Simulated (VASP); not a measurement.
# Te (P3_121) in VASP: settings compared, part 2 of 3

VASP 6.6.1.

**3. Single point, PBE-based screened hybrid with 25 % exact exchange**

The input, POSCAR:

```
Te
1.0
    4.4540000000      0.0000000000      0.0000000000
   -2.2270000000      3.8572771485      0.0000000000
    0.0000000000      0.0000000000      5.9240000000
Te
3
Direct
    0.7310000000      0.7310000000      0.0000000000
    0.0000000000      0.2690000000      0.6666666667
    0.2690000000      0.0000000000      0.3333333333
```

The input, INCAR.step1:

```
SYSTEM = Te
ALGO     = Normal         ! electronic algorithm
EDIFF    = 1E-5           ! SCF threshold, eV
ENCUT    = 520            ! plane-wave cutoff, eV
GGA      = PE             ! functional
ISIF     = 2              ! what is computed and relaxed
ISMEAR   = -1             ! smearing method
LASPH    = .TRUE.         ! aspherical terms in the spheres
LCHARG   = .FALSE.        ! write CHGCAR
LREAL    = .FALSE.        ! projectors in reciprocal space
LWAVE    = .TRUE.         ! write WAVECAR
NBANDS   = 16             ! bands
NELM     = 80             ! most SCF steps
PREC     = Accurate       ! precision mode
SIGMA    = 0.05           ! smearing width, eV
```

The input, INCAR.step2:

```
SYSTEM = Te
AEXX     = 0.25           ! exact-exchange fraction
ALGO     = Normal         ! electronic algorithm
EDIFF    = 1E-6           ! SCF threshold, eV
ENCUT    = 520            ! plane-wave cutoff, eV
GGA      = PE             ! functional
HFSCREEN = 0.4            ! screening, 1/A
ISIF     = 2              ! what is computed and relaxed
ISMEAR   = -1             ! smearing method
ISTART   = 1            
LASPH    = .TRUE.         ! aspherical terms in the spheres
LCHARG   = .FALSE.        ! write CHGCAR
LHFCALC  = .TRUE.         ! exact exchange
LREAL    = .FALSE.        ! projectors in reciprocal space
LWAVE    = .FALSE.        ! write WAVECAR
NBANDS   = 16             ! bands
NELM     = 80             ! most SCF steps
PREC     = Accurate       ! precision mode
PRECFOCK = Normal       
SIGMA    = 0.05           ! smearing width, eV
```

The input, KPOINTS:

```
k-points
0
G
  4 4 3
  0 0 0
```

Potentials or basis: VASP PAW PBE potentials, release 64 (Te).

Launch:

```console
> cat potpaw_PBE.64/Te/POTCAR > POTCAR
> cp INCAR.step1 INCAR
> mpirun -np 1 vasp_std > vasp.out
> cp INCAR.step2 INCAR
> mpirun -np 1 vasp_std > vasp.out
```

OUTCAR:

```text
SYSTEM = Te
   AEXX = 0.25
   EDIFF = 1E-6
   ENCUT = 520
   GGA = PE
   HFSCREEN = 0.4
   ISIF = 2
   ISMEAR = -1
   ISTART = 1
   LASPH = .TRUE.
   LHFCALC = .TRUE.
   LREAL = .FALSE.
   NELM = 80
   PREC = Accurate
   PRECFOCK = Normal

 ion  position               nearest neighbor table
   1  0.731  0.731  0.000-   3 2.86   2 2.86   3 3.47   2 3.47   2 3.47   3 3.47
   2  0.000  0.269  0.667-   1 2.86   3 2.86   1 3.47   1 3.47   3 3.47   3 3.47
   3  0.269  0.000  0.333-   1 2.86   2 2.86   1 3.47   1 3.47   2 3.47   2 3.47

  LATTYP: Found a hexagonal cell.
 ALAT       =     4.4540000000
 C/A-ratio  =     1.3300404131

  Lattice vectors:

 A1 = (   4.4540000000,   0.0000000000,   0.0000000000)
 A2 = (  -2.2270000000,   3.8572771485,   0.0000000000)
 A3 = (   0.0000000000,   0.0000000000,   5.9240000000)

Analysis of symmetry for initial positions (statically):
=====================================================================
 Subroutine PRICEL returns:
 Original cell was already a primitive cell.

 Routine SETGRP: Setting up the symmetry group for a
 hexagonal supercell.

 Subroutine GETGRP returns: Found  6 space group operations
 (whereof  2 operations were pure point group operations)
 out of a pool of 24 trial point group operations.

The static configuration has the point symmetry C_2 .
 The point group associated with its full space group is D_3 .

Analysis of symmetry for dynamics (positions and initial velocities):
=====================================================================
 Subroutine PRICEL returns:
 Original cell was already a primitive cell.

 Routine SETGRP: Setting up the symmetry group for a
 hexagonal supercell.

 Subroutine GETGRP returns: Found  6 space group operations
 (whereof  2 operations were pure point group operations)
 out of a pool of 24 trial point group operations.

The dynamic configuration has the point symmetry C_2 .
[... 112 lines left out ...]
   LHFCALC =     T    Hartree Fock is set to
   PRECFOCK=normal    Normal, Fast or Accurate (Low or Medium for compatibility)
   ENCUT4O =  -1.0   cutoff for four orbital integrals eV
   NKREDX  =     1    reduce k-point grid by
   NKREDY  =     1    reduce k-point grid by
   NKREDZ  =     1    reduce k-point grid by
   AEXX    =    0.2500 exact exchange contribution
   HFSCREEN=    0.4000 screening length (either q_TF or 0.3 A-1)
   HFSCREENC=   0.4000 screening length for correlation (either q_TF or 0.3 A-1)
   ENCUTFOCK=  -1.0 apply spherical cutoff to Coloumb kernel
   IVDW    =     0    specifies the selected vdW correction
   LEPSILON=     F    determine dielectric tensor
   LRPA    =     F    only Hartree local field effects (RPA)
 non-spin polarized calculation
  energy-cutoff  :      520.00
  volume of cell :      101.78
 maximum number of plane-waves:      2758
 NGX is ok and might be reduce to    36
  NGX = 28; NGY = 28; NGZ = 36

 number of electron      17.9999999 magnetization

 Free energy of the ion-electron system (eV)
  ---------------------------------------------------
  ext. energy  EPLUGINS =         0.00000000
  ---------------------------------------------------
  free energy    TOTEN  =       -10.94897515 eV

  energy without entropy =      -10.94896652  energy(sigma->0) =      -10.94897083

 E-fermi :   5.9951     XC(G=0):  -7.8573

 val. band max:        5.4389321408   @ k =   0.2500   0.2500   0.3333
 cond. band min:       6.4784313339   @ k =   0.0000   0.0000   0.3333
 fundamental gap:      1.0394991931
 Fermi energy:         5.9950964207

 k-point     1 :       0.0000    0.0000    0.0000
  band No.  band energies     occupation
      1      -8.8987      2.00000
      2      -5.2872      2.00000
      3      -5.2872      2.00000
      4       2.4844      2.00000
      5       2.8396      2.00000
      6       2.8396      2.00000
[... 148 lines left out ...]
      3      -4.8870      2.00000
      4       0.2271      2.00000
      5       0.7624      2.00000
      6       1.4015      2.00000
[... 8 lines left out ...]
     15      12.8529      0.00000
     16      13.7867      0.00000

------------------------ aborting loop because EDIFF is reached ----------------------------------------

  FORCE on cell =-STRESS in cart. coord.  units (eV):
  Direction    XX          YY          ZZ          XY          YZ          ZX
  --------------------------------------------------------------------------------------
  -------------------------------------------------------------------------------------
  Total        0.0903432      0.0903432     -0.4599346      0.0000000     -0.0000000      0.0000000
  in kB        1.4221980      1.4221980     -7.2403672      0.0000000     -0.0000000      0.0000000
  external PRESSURE =      -1.4653238 kB  Pullay stress =       0.0000000 kB

 VOLUME and BASIS-vectors are now :
 -----------------------------------------------------------------------------
  energy-cutoff  :      520.00
  volume of cell :      101.78
      direct lattice vectors                 reciprocal lattice vectors
     4.454000000  0.000000000  0.000000000     0.224517288  0.129625117  0.000000000
    -2.227000000  3.857277149  0.000000000     0.000000000  0.259250233  0.000000000
     0.000000000  0.000000000  5.924000000     0.000000000  0.000000000  0.168804862

 POSITION                                       TOTAL-FORCE (eV/Angst)
 -----------------------------------------------------------------------------------
      1.62794      2.81967      0.00000         0.085904      0.148791     -0.000000
     -0.59906      1.03761      3.94933         0.085904     -0.148791      0.000000
      1.19813      0.00000      1.97467        -0.171808     -0.000000      0.000000
 -----------------------------------------------------------------------------------
    total drift:                               -0.000000      0.000001      0.000000

  FREE ENERGIE OF THE ION-ELECTRON SYSTEM (eV)
  ---------------------------------------------------
  free  energy   TOTEN  =       -10.9489751539 eV

  energy  without entropy=      -10.9489665151  energy(sigma->0) =      -10.94897083
```

OUTCAR.step1:

```text
SYSTEM = Te
   EDIFF = 1E-5
   ENCUT = 520
   GGA = PE
   ISIF = 2
   ISMEAR = -1
   LASPH = .TRUE.
[... 380 lines left out ...]
      1.62794      2.81967      0.00000        -0.074370     -0.128813      0.000000
     -0.59906      1.03761      3.94933        -0.074370      0.128813     -0.000000
      1.19813      0.00000      1.97467         0.148740     -0.000000      0.000000
 -----------------------------------------------------------------------------------
    total drift:                               -0.000000     -0.000000      0.000000

  FREE ENERGIE OF THE ION-ELECTRON SYSTEM (eV)
  ---------------------------------------------------
  free  energy   TOTEN  =        -9.3848236504 eV

  energy  without entropy=       -9.3847432741  energy(sigma->0) =       -9.38478346
```

OSZICAR.step1:

```text
N       E                     dE             d eps       ncg     rms          rms(c)
DAV:   1     0.737270875128E+02    0.73727E+02   -0.64703E+03   288   0.899E+02
DAV:   2    -0.482324377911E+01   -0.78550E+02   -0.74873E+02   384   0.134E+02
DAV:   3    -0.932290621646E+01   -0.44997E+01   -0.44882E+01   344   0.367E+01
DAV:   4    -0.940325297159E+01   -0.80347E-01   -0.80343E-01   480   0.559E+00
DAV:   5    -0.940408906511E+01   -0.83609E-03   -0.83609E-03   368   0.499E-01    0.122E+01
DAV:   6    -0.938762151880E+01    0.16468E-01   -0.17770E-02   384   0.794E-01    0.774E+00
DAV:   7    -0.938540742460E+01    0.22141E-02   -0.39227E-02   344   0.119E+00    0.278E-01
DAV:   8    -0.938475812510E+01    0.64930E-03   -0.72523E-03   328   0.467E-01    0.173E-01
DAV:   9    -0.938478632636E+01   -0.28201E-04   -0.20314E-04   440   0.911E-02    0.121E-01
DAV:  10    -0.938483000505E+01   -0.43679E-04   -0.54603E-05   368   0.457E-02    0.283E-02
DAV:  11    -0.938482365038E+01    0.63547E-05   -0.17579E-05   264   0.258E-02
   1 F= -.93848237E+01 E0= -.93847835E+01  d E =-.803763E-04
```

Wall time 18 min (1 thread of Intel Xeon Platinum 8259CL at 2.50GHz (Skylake/Cascade Lake), shared host); peak memory 0.35 GiB.

Results:

| Item | Value |
| --- | --- |
| Free energy | -10.9490 eV |
| Pressure | -0.1 GPa |
| Largest force | 0.172 eV/Å |
| Band gap on the k mesh | 1.04 eV (least direct gap 1.25 eV) |

Forces in eV/Å, atoms in the order of the input:
```
Te   0.086  0.149  0.000
Te   0.086 -0.149  0.000
Te  -0.172  0.000  0.000
```

Stress tensor (GPa, compression positive):
```
 0.14  0.00  0.00
 0.00  0.14  0.00
 0.00  0.00 -0.72
```

Levels at points of the mesh, in eV from the valence-band top:
| k point | band 7 | band 8 | band 9 | band 10 | band 11 | band 12 |
| --- | --- | --- | --- | --- | --- | --- |
| (0.00, 0.00, 0.00) | -1.52 | -1.52 | -0.65 | 1.56 | 1.56 | 2.22 |
| (0.50, 0.00, 0.00) | -3.45 | -0.80 | -0.60 | 1.36 | 1.44 | 3.52 |

Caveat: the PAW data sets were made with another functional, which shifts forces and pressure a little; spin-orbit coupling is left out, which moves the levels of the heavy elements.

**4. Single point, PBE-based screened hybrid with 25 % exact exchange**

POSCAR is that of step 3.

The input, INCAR.step1:

```
PREC     = Accurate       # precision mode
ENCUT    = 520            # plane-wave cutoff, eV
EDIFF    = 1E-5           # SCF threshold, eV
ISMEAR   = -1             # smearing method
SIGMA    = 0.05           # smearing width, eV
LREAL    = F              # projectors in reciprocal space
LASPH    = T              # aspherical terms in the spheres
NELM     = 100            # most SCF steps
ALGO     = Normal         # electronic algorithm
ISIF     = 2              # what is computed and relaxed
LWAVE    = T              # write WAVECAR
LCHARG   = F              # write CHGCAR
GGA      = PE             # functional
NBANDS   = 16             # bands
```

The input, INCAR.step2:

```
PREC     = Accurate       # precision mode
ENCUT    = 520            # plane-wave cutoff, eV
EDIFF    = 1E-7           # SCF threshold, eV
ISMEAR   = -1             # smearing method
SIGMA    = 0.05           # smearing width, eV
LREAL    = F              # projectors in reciprocal space
LASPH    = T              # aspherical terms in the spheres
NELM     = 100            # most SCF steps
ALGO     = Normal         # electronic algorithm
ISIF     = 2              # what is computed and relaxed
LWAVE    = F              # write WAVECAR
LCHARG   = F              # write CHGCAR
GGA      = PE             # functional
LHFCALC  = T              # exact exchange
AEXX     = 0.25           # exact-exchange fraction
HFSCREEN = 0.6            # screening, 1/A
PRECFOCK = Normal       
ISTART   = 1            
NBANDS   = 16             # bands
```

The input, KPOINTS:

```
Automatic mesh
0
Gamma
  4 4 3
```

Launch:

```console
> cat potpaw_PBE.64/Te/POTCAR > POTCAR
> cp INCAR.step1 INCAR
> mpirun -np 1 vasp_std > vasp.out
> cp INCAR.step2 INCAR
> mpirun -np 1 vasp_std > vasp.out
```

Wall time 23 min (1 thread of Intel Xeon Platinum 8259CL at 2.50GHz (Skylake/Cascade Lake), shared host); peak memory 0.35 GiB.

It converged, with:

| Item | Value |
| --- | --- |
| Free energy | -10.3750 eV |
| Pressure | 0.3 GPa |
| Largest force | 0.057 eV/Å |
| Band gap on the k mesh | 0.93 eV (least direct gap 1.14 eV) |

Forces on the atoms (eV/Å):
```
Te   0.029  0.050  0.000
Te   0.029 -0.050  0.000
Te  -0.057  0.000  0.000
```

Stress tensor (GPa, compression positive):
```
 0.54  0.00  0.00
 0.00  0.54  0.00
 0.00  0.00 -0.05
```

Levels at points of the mesh, in eV from the valence-band top:
```csv
k point,band 6,band 7,band 8,band 9,band 10,band 11,band 12,band 13
"(0.00, 0.00, 0.00)",-2.57,-1.48,-1.48,-0.62,1.43,1.43,2.08,5.46
"(0.50, 0.00, 0.00)",-3.46,-3.37,-0.78,-0.58,1.25,1.32,3.39,4.27
```

Caveat: the PAW data sets were made with another functional, which shifts forces and pressure a little; spin-orbit coupling is left out, which moves the levels of the heavy elements. A k mesh can miss the band edges.

[end of part 2 of 3]
